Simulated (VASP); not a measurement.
# Ir (Im-3m) in VASP: further runs

Ir is run at these levels: LDA; tasks: single point, relaxation of cell and atoms.

Program: VASP 6.6.1. These are calculated values, not measurements. Logs are shortened: lines on timing, memory, paths and dates and some standing lists are left out, and cuts for length are marked.

## 1. The cell of the first run

Symmetry: Im-3m, No. 229, cubic system. Conventional cell: a = 2.933 Å, b = 2.933 Å, c = 2.933 Å, α = 90.00°, β = 90.00°, γ = 90.00°. Ir (site symmetry m-3m) has 14 Ir at 2.54 to 2.93 Å within 3.4 Å.

This isn't the form of Ir at room conditions, which is fcc.

## 2. Single point, LDA (12.62 Å³/atom)

File INCAR:

```
SYSTEM = Ir
PREC     = Accurate       ! precision mode
ENCUT    = 560            ! plane-wave cutoff, eV
EDIFF    = 1E-6           ! SCF threshold, eV
ISMEAR   = -1             ! smearing method
SIGMA    = 0.08           ! smearing width, eV
LREAL    = .FALSE.        ! projectors in reciprocal space
LASPH    = .TRUE.         ! aspherical terms in the spheres
NELM     = 120            ! most SCF steps
ALGO     = Normal         ! electronic algorithm
ISIF     = 2              ! what is computed and relaxed
LWAVE    = .FALSE.        ! write WAVECAR
LCHARG   = .FALSE.        ! write CHGCAR
GGA      = CA             ! functional
NBANDS   = 14             ! bands
GGA_COMPAT= .FALSE.
```

File KPOINTS:

```
Automatic mesh
0
G
  20 20 20
  0 0 0
```

File POSCAR:

```
Ir
1.0
   -1.4664938561      1.4664938561      1.4664938561
    1.4664938561     -1.4664938561      1.4664938561
    1.4664938561      1.4664938561     -1.4664938561
Ir
1
Direct
    0.0000000000      0.0000000000      0.0000000000
```

Potentials or basis: VASP PAW LDA potentials, release 64 (Ir_sv_GW).

The run is started by

```console
$ cat potpaw_LDA.64/Ir_sv_GW/POTCAR > POTCAR
$ mpirun -np 1 vasp_std > vasp.out
```

OUTCAR:

```text
SYSTEM = Ir
   PREC = Accurate
   ENCUT = 560
   EDIFF = 1E-6
   ISMEAR = -1
   LREAL = .FALSE.
   LASPH = .TRUE.
   NELM = 120
   ISIF = 2
   GGA = CA

 ion  position               nearest neighbor table
   1  0.000  0.000  0.000-

  LATTYP: Found a body centered cubic cell.
 ALAT       =     2.9329877122

  Lattice vectors:

 A1 = (  -1.4664938561,   1.4664938561,   1.4664938561)
 A2 = (   1.4664938561,  -1.4664938561,   1.4664938561)
 A3 = (   1.4664938561,   1.4664938561,  -1.4664938561)

Analysis of symmetry for initial positions (statically):
=====================================================================
 Subroutine PRICEL returns:
 Original cell was already a primitive cell.

 Routine SETGRP: Setting up the symmetry group for a
 body centered cubic supercell.

 Subroutine GETGRP returns: Found 48 space group operations
 (whereof 48 operations were pure point group operations)
 out of a pool of 48 trial point group operations.

The static configuration has the point symmetry O_h .

Analysis of symmetry for dynamics (positions and initial velocities):
=====================================================================
 Subroutine PRICEL returns:
 Original cell was already a primitive cell.

 Routine SETGRP: Setting up the symmetry group for a
 body centered cubic supercell.

 Subroutine GETGRP returns: Found 48 space group operations
 (whereof 48 operations were pure point group operations)
 out of a pool of 48 trial point group operations.

The dynamic configuration has the point symmetry O_h .

 Subroutine INISYM returns: Found 48 space group operations
 (whereof 48 operations are pure point group operations),
 and found     1 'primitive' translations

----------------------------------------------------------------------------------------

                                     Primitive cell

  volume of cell :      12.6154

  direct lattice vectors                    reciprocal lattice vectors
    -1.466493856  1.466493856  1.466493856     0.000000000  0.340949263  0.340949263
     1.466493856 -1.466493856  1.466493856     0.340949263  0.000000000  0.340949263
     1.466493856  1.466493856 -1.466493856     0.340949263  0.340949263  0.000000000

  length of vectors
     2.540041868  2.540041868  2.540041868     0.482175072  0.482175072  0.482175072

  position of ions in fractional coordinates (direct lattice)
     0.000000000  0.000000000  0.000000000

  ion indices of the primitive-cell ions
   primitive index   ion index
[... 75 lines left out ...]
   EDIFFG = 0.1E-04   stopping-criterion for IOM
   NSW    =      0    number of steps for IOM
   IBRION =     -1    ionic relax: 0-MD 1-quasi-New 2-CG
   NFREE  =      0    steps in history (QN), initial steepest desc. (CG)
   ISIF   =      2    stress and relaxation
   ISYM   =      2    0-nonsym 1-usesym 2-fastsym
   POTIM  = 0.5000    time-step for ionic-motion
   TEBEG  =    0.0;   TEEND  =   0.0 temperature during run
   PSTRESS=    0.0 pullay stress
   NELECT =      17.0000    total number of electrons
   NUPDOWN=      -1.0000    fix difference up-down
   EMIN   =  10.00;   EMAX   =-10.00  energy-range for DOS
   EFERMI =   0.00;   METHOD = LEGACY
   ISMEAR =    -1;   SIGMA  =   0.08  broadening in eV -4-tet -1-fermi 0-gaus
   EFERMI_NEDOS =   21; number of points for ismear=-14 and -15
   IALGO  =     38    algorithm
   IMIX   =      4    mixing-type and parameters
     AMIX     =   0.40;   BMIX     =  1.00
     AMIX_MAG =   1.60;   BMIX_MAG =  1.00
  volume/ion in A,a.u.               =      12.62        85.13
  Fermi-wavevector in a.u.,A,eV,Ry     =   1.808246  3.417090 44.487708  3.269754
  Thomas-Fermi vector in A             =   2.867363
   LORBIT       =      0    0 simple, 1 ext, 2 COOP (PROOUT), +10 PAW based schemes
   GGA     = CA    functional components
   LHFCALC =     F    Hartree Fock is set to
   AEXX    =    0.0000 exact exchange contribution
   IVDW    =     0    specifies the selected vdW correction
   LEPSILON=     F    determine dielectric tensor
   LRPA    =     F    only Hartree local field effects (RPA)
 non-spin polarized calculation
  energy-cutoff  :      560.00
  volume of cell :       12.62
 maximum number of plane-waves:       394
   NGX =  9   NGY =  9   NGZ =  9

 number of electron      17.0000000 magnetization

 Free energy of the ion-electron system (eV)
  ---------------------------------------------------
  ext. energy  EPLUGINS =         0.00000000
  ---------------------------------------------------
  free energy    TOTEN  =        -9.93114272 eV

  energy without entropy =       -9.88993496  energy(sigma->0) =       -9.91053884

 E-fermi :  14.7490     XC(G=0): -15.5118

 val. band max:       14.7479851476   @ k =  -0.2000   0.2000   0.1000
 cond. band min:      14.7523878602   @ k =   0.4000   0.1000   0.1000
 fundamental gap:      0.0044027126
 Fermi energy:        14.7489574910

 k-point     1 :       0.0000    0.0000    0.0000
  band No.  band energies     occupation
      1     -77.6797      2.00000
      2     -34.2137      2.00000
      3     -34.2137      2.00000
      4     -34.2137      2.00000
      5       2.7005      2.00000
      6      10.2743      2.00000
      7      10.2743      2.00000
      8      10.2743      2.00000
      9      14.0081      1.99981
     10      14.0081      1.99981
     11      30.7765      0.00000
     12      30.7765      0.00000
     13      30.7765      0.00000
     14      44.7272      0.00000
[... 377 lines left out ...]
      1     -77.5915      2.00000
      2     -35.0401      2.00000
      3     -34.4933      2.00000
      4     -34.2579      2.00000
      5       6.0883      2.00000
      6       8.7690      2.00000
      7      10.0829      2.00000
      8      13.2428      2.00000
      9      14.5219      1.88943
     10      15.0211      0.06448
     11      29.5332      0.00000
     12      30.7641      0.00000
     13      36.0120      0.00000
     14      36.6251      0.00000

 [... further k-points ...]
[... 5 lines left out ...]
  --------------------------------------------------------------------------------------
  -------------------------------------------------------------------------------------
  Total        4.9350947      4.9350947      4.9350947      0.0000000      0.0000000      0.0000000
  in kB      626.7658745    626.7658745    626.7658745      0.0000000      0.0000000      0.0000000
  external PRESSURE =     626.7658745 kB  Pullay stress =       0.0000000 kB

 VOLUME and BASIS-vectors are now :
 -----------------------------------------------------------------------------
  energy-cutoff  :      560.00
  volume of cell :       12.62
      direct lattice vectors                 reciprocal lattice vectors
    -1.466493856  1.466493856  1.466493856     0.000000000  0.340949263  0.340949263
     1.466493856 -1.466493856  1.466493856     0.340949263  0.000000000  0.340949263
     1.466493856  1.466493856 -1.466493856     0.340949263  0.340949263  0.000000000

 POSITION                                       TOTAL-FORCE (eV/Angst)
 -----------------------------------------------------------------------------------
      0.00000      0.00000      0.00000        -0.000000     -0.000000      0.000000
 -----------------------------------------------------------------------------------
    total drift:                                0.000000     -0.000000     -0.000000

  FREE ENERGIE OF THE ION-ELECTRON SYSTEM (eV)
  ---------------------------------------------------
  free  energy   TOTEN  =        -9.9311427243 eV

  energy  without entropy=       -9.8899349575  energy(sigma->0) =       -9.91053884
```

OSZICAR:

```text
N       E                     dE             d eps       ncg     rms          rms(c)
DAV:   1     0.118349213069E+03    0.11835E+03   -0.12015E+04  7352   0.136E+03
DAV:   2    -0.912664951227E+01   -0.12748E+03   -0.12245E+03  8902   0.414E+02
DAV:   3    -0.107848961469E+02   -0.16582E+01   -0.16500E+01  7966   0.444E+01
DAV:   4    -0.107872668561E+02   -0.23707E-02   -0.23706E-02  8644   0.205E+00
DAV:   5    -0.107872716088E+02   -0.47527E-05   -0.47522E-05  8086   0.849E-02    0.771E+01
DAV:   6    -0.100247880817E+02    0.76248E+00   -0.91394E-01  7390   0.104E+01    0.426E+01
DAV:   7    -0.994743622858E+01    0.77352E-01   -0.35266E-01  7990   0.607E+00    0.586E+00
DAV:   8    -0.993124363011E+01    0.16193E-01   -0.54195E-02  7318   0.294E+00    0.712E-01
DAV:   9    -0.993123809150E+01    0.55386E-05   -0.65275E-04  8392   0.292E-01    0.319E-01
DAV:  10    -0.993114558761E+01    0.92504E-04   -0.18701E-04  7534   0.198E-01    0.237E-01
DAV:  11    -0.993114282887E+01    0.27587E-05   -0.60082E-06  8188   0.318E-02    0.599E-02
DAV:  12    -0.993114272430E+01    0.10457E-06   -0.22522E-07  3998   0.536E-03
   1 F= -.99311427E+01 E0= -.99105388E+01  d E =-.412078E-01
```

Run time: 31 s. Hardware: 1 thread of Intel Xeon Platinum 8259CL at 2.50GHz (Skylake/Cascade Lake), shared host; peak memory 0.17 GiB.

What came out:

```
Free energy            : -9.9311 eV
Pressure               : 62.7 GPa
Band gap on the k mesh : zero (an odd number of electrons rules out a gap without spin polarisation)
```

Levels at points of the mesh, in eV from the Fermi level:
```tsv
k point	band 5	band 6	band 7	band 8	band 9	band 10	band 11	band 12
(0.00, 0.00, 0.00)	-12.05	-4.47	-4.47	-4.47	-0.74	-0.74	16.03	16.03
(0.50, 0.00, 0.00)	-9.05	-6.73	-0.89	-0.22	-0.04	2.87	9.77	12.54
(0.50, 0.50, 0.50)	-8.74	-8.74	1.94	1.94	1.94	8.42	8.42	8.42
```

Caveat: the cell stands under pressure; spin-orbit coupling is left out, which moves the levels of the heavy elements.

## 3. Relaxation of cell and atoms, LDA

This run uses another cell than the first one, of 13.85 Å³/atom.

File INCAR:

```
SYSTEM = Ir
  PREC = Accurate
  ENCUT = 560
  EDIFF = 1E-7
  ISMEAR = -1
  SIGMA = 0.08
  LREAL = .FALSE.
  LASPH = .TRUE.
  NELM = 120
  ALGO = Normal
  ISIF = 3
  LWAVE = .FALSE.
  LCHARG = .FALSE.
  IBRION = 2
  NSW = 60
  EDIFFG = -0.005
  GGA_COMPAT = .FALSE.
  NELMIN = 4
```

File KPOINTS:

```
regular mesh
0
G
  20 20 20
  0 0 0
```

File POSCAR:

```
Ir
1.0
   -1.5126704496      1.5126704496      1.5126704496
    1.5126704496     -1.5126704496      1.5126704496
    1.5126704496      1.5126704496     -1.5126704496
Ir
1
Direct
    0.0000000000      0.0000000000      0.0000000000
```

Potentials or basis: VASP PAW LDA potentials, release 64 (Ir_sv_GW).

The run is started by

```console
$ cat potpaw_LDA.64/Ir_sv_GW/POTCAR > POTCAR
$ mpirun -np 1 vasp_std > vasp.out
```

Wall time 71 s (1 thread of AMD EPYC 9R45 (Zen 5), shared host); peak memory 0.14 GiB.

It converged, with:

| Item | Value |
| --- | --- |
| Free energy | -10.2389 eV |
| Relaxed volume | 14.30 Å³/atom |
| Relaxed cell | a = 2.649 Å, b = 2.649 Å, c = 2.649 Å, α = 109.47°, β = 109.47°, γ = 109.47° |
| Space group after relaxing (to 0.1 Å) | Im-3m (No. 229) |
| Energy gained by relaxing | 18.2 meV/atom |
| Ionic steps | 4 |
| Pressure after relaxing | 0.0 GPa |
| Band gap on the k mesh | zero (an odd number of electrons rules out a gap without spin polarisation) |

Step by step:
| step | energy change (eV) | largest force (eV/Å) | pressure (GPa) | volume (Å³) |
| --- | --- | --- | --- | --- |
| 1 | 0.0000 | 0.0000 | 13.16 | 13.85 |
| 2 | 0.2221 | 0.0000 | -34.71 | 16.25 |
| 3 | -0.0181 | 0.0000 | -0.73 | 14.33 |
| 4 | -0.0182 | 0.0000 | -0.04 | 14.30 |

Final structure:
```
CELL_PARAMETERS angstrom
-1.52920 1.52920 1.52920
1.52920 -1.52920 1.52920
1.52920 1.52920 -1.52920
ATOMIC_POSITIONS crystal
Ir 0.00000 0.00000 0.00000
```

Levels at points of the mesh, in eV from the Fermi level:
```tsv
k point	band 6	band 7	band 8	band 9	band 10	band 11
(0.00, 0.00, 0.00)	-3.71	-3.71	-3.71	-0.56	-0.56	16.21
(0.50, 0.00, 0.00)	-5.58	-0.74	-0.06	-0.04	2.32	8.18
(0.50, 0.50, 0.50)	-7.22	1.58	1.58	1.58	7.90	7.90
```

Caveat: spin-orbit coupling is left out, which moves the levels of the heavy elements.
